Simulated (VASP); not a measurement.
Set up this calculation in VASP 6.6.1, as the native input.

| Property | Result |
| --- | --- |
| Task | single point |
| Functional | PBE |
| Dispersion | D3(BJ) |
| Potentials or basis | VASP PAW PBE potentials, release 64 (Pb_d, Se) |
| Cutoff | 520 eV |
| k mesh | 10 × 10 × 10 |
| Occupations | gaussian, width 0.03 eV |
| Spin | no spin polarisation |
| Dipole correction | no |
| Further INCAR settings | ALGO = Normal; EDIFF = 1e-06; NBANDS = 17 |

The structure of PbSe lies in POSCAR:

```
PbSe
1.0
    0.0000000000      3.1681361961      3.2194600025
    3.1681361961      0.0000000000      3.2194600025
    3.1681361961      3.1681361961      0.0000000000
Pb Se
1 1
Direct
    0.0000000000      0.0000000000      0.0000000000
    0.5000000000      0.5000000000      0.5000000000
```

The input as run:

INCAR

```
SYSTEM = PbSe
ALGO = Normal
EDIFF = 1E-6
ENCUT = 520
GGA = PE
ISIF = 2
ISMEAR = 0
IVDW = 12
LASPH = .TRUE.
LCHARG = .FALSE.
LREAL = .FALSE.
LWAVE = .FALSE.
NBANDS = 17
NELM = 80
PREC = Accurate
SIGMA = 0.03
```

KPOINTS

```
k-points
0
G
  10 10 10
  0 0 0
```

Potentials or basis: VASP PAW PBE potentials, release 64 (Pb_d, Se).

Command:

```sh
$ cat potpaw_PBE.64/Pb_d/POTCAR potpaw_PBE.64/Se/POTCAR > POTCAR
$ mpirun -np 1 vasp_std > vasp.out
```

It gave:

```json
{"Pressure": "-2.2 GPa", "Band gap on the k mesh": "0.62 eV", "Dispersion energy per atom": "-0.338 eV"}
```

Caveat: spin-orbit coupling is left out, which moves the levels of the heavy elements.

Run time: 2.1 min on 1 thread of Intel Xeon 8259CL, on a shared host, peak memory 0.29 GiB.
